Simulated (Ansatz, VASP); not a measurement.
**ScNb: VASP beside Ansatz**

Contents of INCAR:

```
ALGO = Normal
EDIFF = 1E-6
ENCUT = 520
GGA = PE
ISIF = 2
ISMEAR = -1
LASPH = T
LCHARG = F
LREAL = F
LWAVE = F
NBANDS = 19
NELM = 80
PREC = Accurate
SIGMA = 0.05
```

File KPOINTS:

```
k-points
0
Gamma
  10 10 5
```

File POSCAR:

```
ScNb
1.0
    3.0242116557      0.0000000000      0.0000000000
   -1.5121058278      2.6190441202      0.0000000000
    0.0000000000      0.0000000000      5.0036424345
Nb Sc
1 1
Direct
    0.3333333333      0.6666666667      0.5000000000
    0.0000000000      0.0000000000      0.0000000000
```

The input input.yaml:

```yaml
crystal:
  lattice:
    - [3.0242116557, 0.0, 0.0]
    - [-1.5121058278, 2.6190441202, 0.0]
    - [0.0, 0.0, 5.0036424345]
  atoms:
    - { symbol: Nb, position: [0.3333333333, 0.6666666667, 0.5] }
    - { symbol: Sc, position: [0.0, 0.0, 0.0] }
hamiltonian:
  xc: pbe
  pseudopotentials: { kind: paw, accuracy: standard }
kpoints:
  mp_grid: { grid: [10, 10, 5] }
scf:
  occupations: { method: fermi_dirac, width: 0.05 }
output:
  forces: true
  stress: true
  eigenvalues: true
  write_density: true
  write_potential: true
  elf: true
  volumetric_format: npy
```

Alike in both runs: task single point; functional PBE; k mesh 10 × 10 × 5; occupations fermi-dirac, width 0.05 eV; no spin polarisation.

|  | VASP | Ansatz |
| --- | --- | --- |
| version | VASP 6.6.1 | Ansatz 0.2.0 |
| potentials or method | VASP PAW PBE potentials, release 64 (Nb_sv, Sc_sv) | SSSP efficiency PAW |
| plane-wave cutoff (eV) | 520 | 1225 |
| valence electrons in the cell | 24 | 24 |

Ansatz gave:

| Quantity | Value |
| --- | --- |
| gap on the k mesh at the Fermi level (eV) | none |
| pressure (GPa) | 4.4 |
| traceless stress, the component that is largest in VASP (GPa) | -0.30 |

**Question.** Estimate VASP's values.

**Answer.** gap on the k mesh at the Fermi level (eV): none; pressure (GPa): 4.2; traceless stress, the component that is largest in VASP (GPa): -0.25.

A gap of «none» marks a metal or a gap that the smearing closes. With one functional, cell and mesh, what is left measures potentials, basis and numerics.
